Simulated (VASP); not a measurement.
Be4ZnTe:

```
Be Zn Te
1.0
     0.00000    3.34000    3.34000
     3.34000    0.00000    3.34000
     3.34000    3.34000    0.00000
Be Zn Te
4 1 1
Direct
  0.62500 0.12500 0.62500
  0.62500 0.62500 0.62500
  0.12500 0.62500 0.62500
  0.62500 0.62500 0.12500
  0.00000 0.00000 0.00000
  0.25000 0.25000 0.25000
```

```yaml
Program: VASP 6.6.1
Task: relaxation of cell and atoms
Functional: PBE
Potentials_or_basis: VASP PAW PBE potentials, release 64 (Be, Zn, Te)
Cutoff: 600 eV
k_mesh: 4 × 4 × 4
Occupations: gaussian, width 0.2 eV
Spin: no spin polarisation
```

At the start: pressure 3.2 GPa; volume 12.42 Å³/atom.

Question: Where does the relaxation end?

Answer: Over 5 steps the energy falls by 7.0 meV/atom and the volume is 12.85 Å³/atom (+3.4 %); space group F-43m (No. 216, to 0.1 Å) before and after.

The path:
```csv
step,energy change (eV),largest force (eV/Å),pressure (GPa),volume (Å³)
1,0.0000,0.2617,3.18,74.52
2,-0.0350,0.1623,-0.16,77.21
3,-0.0352,0.1536,-0.47,77.48
4,-0.0398,0.0869,-0.25,77.31
5,-0.0419,0.0015,0.06,77.09
```

Final structure:
```
Be Zn Te
1.0
     0.00000    3.37794    3.37794
     3.37794    0.00000    3.37794
     3.37794    3.37794    0.00000
Be Zn Te
4 1 1
Direct
  0.62791 0.11628 0.62791
  0.62791 0.62791 0.62791
  0.11628 0.62791 0.62791
  0.62791 0.62791 0.11628
  0.00000 0.00000 0.00000
  0.25000 0.25000 0.25000
```

Caveat: the k points lie up to 0.40 Å⁻¹ apart in the final cell, too coarse for converged energies and pressures of a metal.
